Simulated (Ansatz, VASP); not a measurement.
# Mo2Cl3: VASP beside Ansatz

```
CELL_PARAMETERS angstrom
3.77830 0.00000 0.00000
-1.88915 3.27210 0.00000
0.00000 0.00000 9.01854
ATOMIC_POSITIONS crystal
Mo 0.33333 0.66667 0.10582
Mo 0.66667 0.33333 0.89418
Cl 0.00000 0.00000 0.00000
Cl 0.33333 0.66667 0.71446
Cl 0.66667 0.33333 0.28554
```

Alike in both runs: functional PBE; k mesh 6 × 6 × 4; occupations gaussian, width 0.1 eV; collinear spin.

Ansatz relaxed the structure, and its values are those at the end. VASP's run is a single point on that final structure, the one shown.

```csv
,VASP,Ansatz
version,VASP 6.6.1,Ansatz 0.2.0
potentials or method,"VASP PAW PBE potentials, release 64 (Mo_sv, Cl), cutoff 520 eV","scalar-relativistic, plane waves, PAW"
valence electrons in the cell,49,49
```

|  | VASP | Ansatz | Ansatz less VASP |
| --- | --- | --- | --- |
| gap on the k mesh at the Fermi level (eV) | none | none | - |
| pressure (GPa) | 0.0 | -0.2 | -0.21 |
| rms of the force components (eV/Å) | 0.009 | 0.010 | +0.0007 |
| net moment per atom (μB) | 0.18 | 0.18 | +0.001 |
| size of the moment on the site where the two differ most (μB) | 0.39 | 0.31 | -0.086 |

Site moments also hang on the region over which each program counts them. A gap of «none» marks a metal or a gap that the smearing closes. Ansatz's warnings: cell relax basis refresh, seeded moment not kept.
